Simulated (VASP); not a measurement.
# ZnCu (Pm-3m) in VASP: notebook

Runs on ZnCu. Level: PBE. Tasks: single point.

All numbers are computed with VASP 6.6.1; they aren't measurements. Logs are shortened: lines on timing, memory, paths and dates and some standing lists are left out, and cuts for length are marked.

### 1 The cell of the first run

Symmetry: Pm-3m, No. 221, cubic system. Conventional cell: a = 2.945 Å, b = 2.945 Å, c = 2.945 Å, α = 90.00°, β = 90.00°, γ = 90.00°. Zn (site symmetry m-3m) has 8 Cu at 2.55 Å and 6 Zn at 2.94 Å within 3.4 Å. Within 3.4 Å of Cu (site symmetry m-3m) lie 8 Zn at 2.55 Å and 6 Cu at 2.94 Å.

### 2 Single point, PBE

Contents of INCAR:

```
PREC     = Accurate       # precision mode
ENCUT    = 520            # plane-wave cutoff, eV
EDIFF    = 1E-7           # SCF threshold, eV
ISMEAR   = 0              # smearing method
SIGMA    = 0.1            # smearing width, eV
LREAL    = F              # projectors in reciprocal space
LASPH    = T              # aspherical terms in the spheres
NELM     = 100            # most SCF steps
ALGO     = Normal         # electronic algorithm
ISIF     = 2              # what is computed and relaxed
LWAVE    = F              # write WAVECAR
LCHARG   = T              # write CHGCAR
GGA      = PE             # functional
LELF     = T              # ELF
LVHAR    = T            
NBANDS   = 18             # bands
```

Contents of KPOINTS:

```
regular mesh
0
Gamma
  14 14 14
```

Contents of POSCAR:

```
ZnCu
1.0
    2.9450000000      0.0000000000      0.0000000000
    0.0000000000      2.9450000000      0.0000000000
    0.0000000000      0.0000000000      2.9450000000
Zn Cu
1 1
Direct
    0.5000000000      0.5000000000      0.5000000000
    0.0000000000      0.0000000000      0.0000000000
```

Potentials or basis: VASP PAW PBE potentials, release 64 (Zn, Cu).

Run with:

```bash
cat potpaw_PBE.64/Zn/POTCAR potpaw_PBE.64/Cu/POTCAR > POTCAR
mpirun -np 1 vasp_std > vasp.out
```

OUTCAR:

```text
PREC = Accurate
   ENCUT = 520
   EDIFF = 1E-7
   ISMEAR = 0
   LREAL = F
   LASPH = T
   NELM = 100
   ISIF = 2
   GGA = PE

 ion  position               nearest neighbor table
   1  0.500  0.500  0.500-   2 2.55   2 2.55   2 2.55   2 2.55   2 2.55   2 2.55   2 2.55   2 2.55

   2  0.000  0.000  0.000-   1 2.55   1 2.55   1 2.55   1 2.55   1 2.55   1 2.55   1 2.55   1 2.55

  LATTYP: Found a simple cubic cell.
 ALAT       =     2.9450000000

  Lattice vectors:

 A1 = (   2.9450000000,   0.0000000000,   0.0000000000)
 A2 = (   0.0000000000,   2.9450000000,   0.0000000000)
 A3 = (   0.0000000000,   0.0000000000,   2.9450000000)

Analysis of symmetry for initial positions (statically):
=====================================================================
 Subroutine PRICEL returns:
 Original cell was already a primitive cell.

 Routine SETGRP: Setting up the symmetry group for a
 simple cubic supercell.

 Subroutine GETGRP returns: Found 48 space group operations
 (whereof 48 operations were pure point group operations)
 out of a pool of 48 trial point group operations.

The static configuration has the point symmetry O_h .

Analysis of symmetry for dynamics (positions and initial velocities):
=====================================================================
 Subroutine PRICEL returns:
 Original cell was already a primitive cell.

 Routine SETGRP: Setting up the symmetry group for a
 simple cubic supercell.

 Subroutine GETGRP returns: Found 48 space group operations
 (whereof 48 operations were pure point group operations)
 out of a pool of 48 trial point group operations.

The dynamic configuration has the point symmetry O_h .

 Subroutine INISYM returns: Found 48 space group operations
 (whereof 48 operations are pure point group operations),
 and found     1 'primitive' translations

----------------------------------------------------------------------------------------

                                     Primitive cell

  volume of cell :      25.5421

  direct lattice vectors                    reciprocal lattice vectors
     2.945000000  0.000000000  0.000000000     0.339558574  0.000000000  0.000000000
     0.000000000  2.945000000  0.000000000     0.000000000  0.339558574  0.000000000
     0.000000000  0.000000000  2.945000000     0.000000000  0.000000000  0.339558574

  length of vectors
     2.945000000  2.945000000  2.945000000     0.339558574  0.339558574  0.339558574

  position of ions in fractional coordinates (direct lattice)
     0.500000000  0.500000000  0.500000000
     0.000000000  0.000000000  0.000000000

  ion indices of the primitive-cell ions
   primitive index   ion index
                 1           1
                 2           2

----------------------------------------------------------------------------------------

 KPOINTS: regular mesh

Automatic generation of k-mesh.
 Grid dimensions read from file:
 generate k-points for:   14   14   14

 Generating k-lattice:

  Cartesian coordinates                     Fractional coordinates (reciprocal lattice)
     0.024254184  0.000000000  0.000000000     0.071428571  0.000000000  0.000000000
     0.000000000  0.024254184  0.000000000     0.000000000  0.071428571  0.000000000
     0.000000000  0.000000000  0.024254184     0.000000000  0.000000000  0.071428571

  Length of vectors
     0.024254184  0.024254184  0.024254184

  Shift w.r.t. Gamma in fractional coordinates (k-lattice)
     0.000000000  0.000000000  0.000000000

 Subroutine IBZKPT returns following result:
 ===========================================

 Found    120 irreducible k-points:

 Following reciprocal coordinates:
            Coordinates               Weight
  0.000000  0.000000  0.000000      1.000000
  0.071429  0.000000  0.000000      6.000000
  0.142857  0.000000  0.000000      6.000000
  0.214286  0.000000  0.000000      6.000000
  0.285714  0.000000  0.000000      6.000000
  0.357143  0.000000  0.000000      6.000000
[... 16 lines left out ...]
  0.285714  0.214286  0.000000     24.000000
  0.357143  0.214286  0.000000     24.000000
 [... further k-points ...]
   k-points           NKPTS =    120   k-points in BZ     NKDIM =    120   number of bands    NBANDS=     18
   number of dos      NEDOS =    301   number of ions     NIONS =      2
   total plane-waves  NPLWV =  13824
   dimension x,y,z NGX =    24 NGY =   24 NGZ =   24
   dimension x,y,z NGXF=    48 NGYF=   48 NGZF=   48
   ions per type =               1   1
   NGX,Y,Z   is equivalent  to a cutoff of  13.55, 13.55, 13.55 a.u.
   NGXF,Y,Z  is equivalent  to a cutoff of  27.10, 27.10, 27.10 a.u.
 SYSTEM =  unknown system
   PREC   = accura    normal or accurate (medium, high low for compatibility)
   ISTART =      0    job   : 0-new  1-cont  2-samecut
   ICHARG =      2    charge: 1-file 2-atom 10-const
   ISPIN  =      1    spin polarized calculation?
   LNONCOLLINEAR =      F non collinear calculations
   LSORBIT =      F    spin-orbit coupling
   LASPH  =      T    aspherical Exc in radial PAW
   ENCUT  =  520.0 eV  38.22 Ry    6.18 a.u.   5.48  5.48  5.48*2*pi/ulx,y,z
   NELM   =    100;   NELMIN=  2; NELMDL= -5     # of ELM steps
   EDIFF  = 0.1E-06   stopping-criterion for ELM
   LREAL  =      F    real-space projection
   EDIFFG = 0.1E-05   stopping-criterion for IOM
   NSW    =      0    number of steps for IOM
   IBRION =     -1    ionic relax: 0-MD 1-quasi-New 2-CG
   NFREE  =      0    steps in history (QN), initial steepest desc. (CG)
   ISIF   =      2    stress and relaxation
   ISYM   =      2    0-nonsym 1-usesym 2-fastsym
   POTIM  = 0.5000    time-step for ionic-motion
   TEBEG  =    0.0;   TEEND  =   0.0 temperature during run
   PSTRESS=    0.0 pullay stress
   NELECT =      23.0000    total number of electrons
   NUPDOWN=      -1.0000    fix difference up-down
   EMIN   =  10.00;   EMAX   =-10.00  energy-range for DOS
   EFERMI =   0.00;   METHOD = LEGACY
   ISMEAR =     0;   SIGMA  =   0.10  broadening in eV -4-tet -1-fermi 0-gaus
   EFERMI_NEDOS =   21; number of points for ismear=-14 and -15
   IALGO  =     38    algorithm
   IMIX   =      4    mixing-type and parameters
     AMIX     =   0.40;   BMIX     =  1.00
     AMIX_MAG =   1.60;   BMIX_MAG =  1.00
  volume/ion in A,a.u.               =      12.77        86.18
  Fermi-wavevector in a.u.,A,eV,Ry     =   1.580880  2.987429 34.003415  2.499180
  Thomas-Fermi vector in A             =   2.681040
   LORBIT       =      0    0 simple, 1 ext, 2 COOP (PROOUT), +10 PAW based schemes
   GGA     = PE    functional components
   LHFCALC =     F    Hartree Fock is set to
   AEXX    =    0.0000 exact exchange contribution
   IVDW    =     0    specifies the selected vdW correction
   LEPSILON=     F    determine dielectric tensor
   LRPA    =     F    only Hartree local field effects (RPA)
 non-spin polarized calculation
 Gauss-broadening in eV      SIGMA  =   0.10
  energy-cutoff  :      520.00
  volume of cell :       25.54
 maximum number of plane-waves:       715
 NGX is ok and might be reduce to    24
   NGX = 11   NGY = 11   NGZ = 11

 number of electron      23.0000000 magnetization

 Free energy of the ion-electron system (eV)
  ---------------------------------------------------
  ext. energy  EPLUGINS =         0.00000000
  ---------------------------------------------------
  free energy    TOTEN  =        -5.01223818 eV

  energy without entropy =       -5.01069413  energy(sigma->0) =       -5.01146615

 E-fermi :   5.5574     XC(G=0): -12.4018

 val. band max:        5.4629191135   @ k =   0.5000   0.5000   0.2143
 cond. band min:       5.5712653806   @ k =   0.4286   0.3571   0.2143
 fundamental gap:      0.1083462671
 Fermi energy:         5.5573955261

 k-point     1 :       0.0000    0.0000    0.0000
  band No.  band energies     occupation
      1      -4.7967      2.00000
      2      -2.3087      2.00000
      3      -2.3087      2.00000
      4      -1.6137      2.00000
      5      -1.6137      2.00000
      6      -1.6137      2.00000
[... 10 lines left out ...]
     17      17.8229      0.00000
     18      28.9803      0.00000

 k-point     2 :       0.0714    0.0000    0.0000
  band No.  band energies     occupation
      1      -4.7043      2.00000
      2      -2.2980      2.00000
      3      -2.2888      2.00000
      4      -1.6219      2.00000
      5      -1.6219      2.00000
      6      -1.6096      2.00000
[... 10 lines left out ...]
     17      18.4521      0.00000
     18      27.9110      0.00000

 k-point     3 :       0.1429    0.0000    0.0000
  band No.  band energies     occupation
      1      -4.4300      2.00000
      2      -2.2678      2.00000
      3      -2.2306      2.00000
      4      -1.6447      2.00000
      5      -1.6447      2.00000
      6      -1.5982      2.00000
[... 10 lines left out ...]
     17      20.5168      0.00000
     18      26.2150      0.00000

 k-point     4 :       0.2143    0.0000    0.0000
  band No.  band energies     occupation
      1      -3.9855      2.00000
      2      -2.2235      2.00000
      3      -2.1365      2.00000
      4      -1.6776      2.00000
      5      -1.6776      2.00000
      6      -1.5816      2.00000
[... 375 lines left out ...]
      4      -1.7117      2.00000
      5      -1.6924      2.00000
      6      -1.6370      2.00000
[... 10 lines left out ...]
     17      23.1399      0.00000
     18      24.2501      0.00000

 k-point    23 :       0.2857    0.2143    0.0000
  band No.  band energies     occupation
      1      -2.8035      2.00000
      2      -2.1163      2.00000
      3      -1.9109      2.00000
      4      -1.7450      2.00000
      5      -1.6544      2.00000
      6      -1.5696      2.00000
[... 10 lines left out ...]
     17      22.9708      0.00000
     18      23.3995      0.00000

 k-point    24 :       0.3571    0.2143    0.0000
  band No.  band energies     occupation
      1      -2.4531      2.00000
      2      -2.1143      2.00000
      3      -1.8668      2.00000
      4      -1.7802      2.00000
      5      -1.6648      2.00000
      6      -1.1323      2.00000
[... 10 lines left out ...]
     17      21.3571      0.00000
     18      22.2847      0.00000

 [... further k-points ...]

------------------------ aborting loop because EDIFF is reached ----------------------------------------

  FORCE on cell =-STRESS in cart. coord.  units (eV):
  Direction    XX          YY          ZZ          XY          YZ          ZX
  --------------------------------------------------------------------------------------
  -------------------------------------------------------------------------------------
  Total        0.4457833      0.4457833      0.4457833     -0.0000000     -0.0000000     -0.0000000
  in kB       27.9626615     27.9626615     27.9626615     -0.0000000     -0.0000000     -0.0000000
  external PRESSURE =      27.9626615 kB  Pullay stress =       0.0000000 kB

 VOLUME and BASIS-vectors are now :
 -----------------------------------------------------------------------------
  energy-cutoff  :      520.00
  volume of cell :       25.54
      direct lattice vectors                 reciprocal lattice vectors
     2.945000000  0.000000000  0.000000000     0.339558574  0.000000000  0.000000000
     0.000000000  2.945000000  0.000000000     0.000000000  0.339558574  0.000000000
     0.000000000  0.000000000  2.945000000     0.000000000  0.000000000  0.339558574

 POSITION                                       TOTAL-FORCE (eV/Angst)
 -----------------------------------------------------------------------------------
      1.47250      1.47250      1.47250         0.000000      0.000000      0.000000
      0.00000      0.00000      0.00000         0.000000      0.000000      0.000000
 -----------------------------------------------------------------------------------
    total drift:                                0.000000      0.000000     -0.000000

  FREE ENERGIE OF THE ION-ELECTRON SYSTEM (eV)
  ---------------------------------------------------
  free  energy   TOTEN  =        -5.0122381767 eV

  energy  without entropy=       -5.0106941293  energy(sigma->0) =       -5.01146615
```

Wall time 73 s (1 thread of Intel Xeon 8259CL, shared host); peak memory 0.18 GiB.

Results:

- Free energy: -5.0122 eV
- Pressure: 2.8 GPa
- Band gap on the k mesh: zero (an odd number of electrons rules out a gap without spin polarisation)

(Part 1 of 2 ends here.)
